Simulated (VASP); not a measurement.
The system is InAs.

```
In As
1.0
     4.73122    0.00000    0.00000
    -2.36561    4.09736    0.00000
     0.00000    0.00000    2.91089
In As
1 1
Direct
  0.00000 0.00000 0.00000
  0.66667 0.33333 0.00000
```

```yaml
Program: VASP 6.6.1
Task: relaxation of cell and atoms
Functional: PBE-based screened hybrid with 25 % exact exchange
Potentials_or_basis: VASP PAW PBE potentials, release 64 (In_d, As)
Cutoff: 600 eV
k_mesh: 4 × 4 × 5
Occupations: fermi-dirac, width 0.05 eV
Spin: no spin polarisation
```

At the start: pressure 0.4 GPa; volume 28.21 Å³/atom.

How do energy, volume and symmetry change on relaxing?

Over 12 steps the energy falls by 14.2 meV/atom and the volume is 28.38 Å³/atom (+0.6 %); space group P-6m2 (No. 187, to 0.1 Å) before and after.

The path:
| step | energy change (eV) | largest force (eV/Å) | pressure (GPa) | volume (Å³) |
| --- | --- | --- | --- | --- |
| 1 | 0.0000 | 0.0002 | 0.44 | 56.43 |
| 2 | -0.0282 | 0.0000 | -0.17 | 57.02 |
| 3 | -0.0282 | 0.0000 | -0.18 | 57.05 |
| 4 | -0.0282 | 0.0000 | -0.18 | 57.06 |
| 5 | -0.0283 | 0.0000 | 0.02 | 56.80 |
| 6 | -0.0283 | 0.0000 | 0.00 | 56.86 |
| 7 | -0.0283 | 0.0000 | -0.02 | 56.88 |
| 8 | -0.0283 | 0.0000 | -0.04 | 56.88 |
| 9 | -0.0283 | 0.0000 | -0.04 | 56.87 |
| 10 | -0.0283 | 0.0000 | -0.05 | 56.86 |
| 11 | -0.0283 | 0.0000 | 0.01 | 56.81 |
| 12 | -0.0283 | 0.0000 | 0.05 | 56.75 |

Final structure:
```
In As
1.0
     4.81019   -0.00001    0.00000
    -2.40511    4.16574    0.00000
     0.00000    0.00000    2.83222
In As
1 1
Direct
  0.00000 0.00000 0.00000
  0.66667 0.33333 0.00000
```

Caveat: the k points lie up to 0.44 Å⁻¹ apart in the final cell, too coarse for converged energies and pressures of a metal; the PAW data sets were made with another functional, which shifts forces and pressure a little.
